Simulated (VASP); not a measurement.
W, 2 atoms in the cell. It takes space group P6_3/mmc (No. 194, hexagonal). Conventional cell: a = 2.840 Å, b = 2.840 Å, c = 5.097 Å, α = 90.00°, β = 90.00°, γ = 120.00°. W (site symmetry -6m2) has 12 W at 2.84 to 3.03 Å within 3.7 Å.  This cell differs from its parent crystal: volume scaled by 1.04.

| Item | Value |
| --- | --- |
| Program | VASP 6.6.1 |
| Task | single point |
| Functional | BLYP |
| Potentials or basis | VASP PAW PBE potentials, release 64 (W_sv) |
| Cutoff | 520 eV |
| k mesh | 15 × 15 × 7 |
| Occupations | fermi-dirac, width 0.1 eV |
| Spin | no spin polarisation |
| Dipole correction | no |
| Further INCAR settings | ALGO = Normal; EDIFF = 1e-06; NBANDS = 21 |

Potentials or basis: VASP PAW PBE potentials, release 64 (W_sv).

The run is started by

```console
$ cat potpaw_PBE.64/W_sv/POTCAR > POTCAR
$ mpirun -np 1 vasp_std > vasp.out
```

Hardware: 1 thread of AMD EPYC 9R45 (Zen 5) (shared host).

Estimate the wall time of this run.

It took 71 s on 1 thread of AMD EPYC 9R45 (Zen 5) (shared host), peak memory 0.17 GiB. Counts: scf iterations 11, k points 108.
